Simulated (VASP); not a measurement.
Crystal: SiC (Moissanite 3C).

```
Si C
1.0
     0.00000    2.22174    2.22174
     2.22174    0.00000    2.22174
     2.22174    2.22174    0.00000
Si C
1 1
Direct
  0.00000 0.00000 0.00000
  0.75000 0.75000 0.75000
```

Base run:

| Quantity | Value |
| --- | --- |
| Program | VASP 6.6.1 |
| Functional | PBE |
| Dispersion | D3(BJ) |
| Potentials or basis | VASP PAW PBE potentials, release 64 (Si, C) |
| Cutoff | 600 eV |
| k mesh | 10 × 10 × 10 |
| Occupations | fermi-dirac, width 0.05 eV |
| Spin | no spin polarisation |

Its results: band gap on the k mesh 1.41 eV, indirect (least direct gap 4.48 eV); pressure -12.8 GPa.

Q: The run is repeated on the same cell with these changes: functional from PBE to revPBE. What comes out?

A: Band gap on the k mesh 1.41 eV, indirect (least direct gap 4.48 eV); pressure -15.1 GPa.

Caveats: the PAW data sets were made with another functional, which shifts forces and pressure a little (some runs).

A k mesh can miss the band edges.
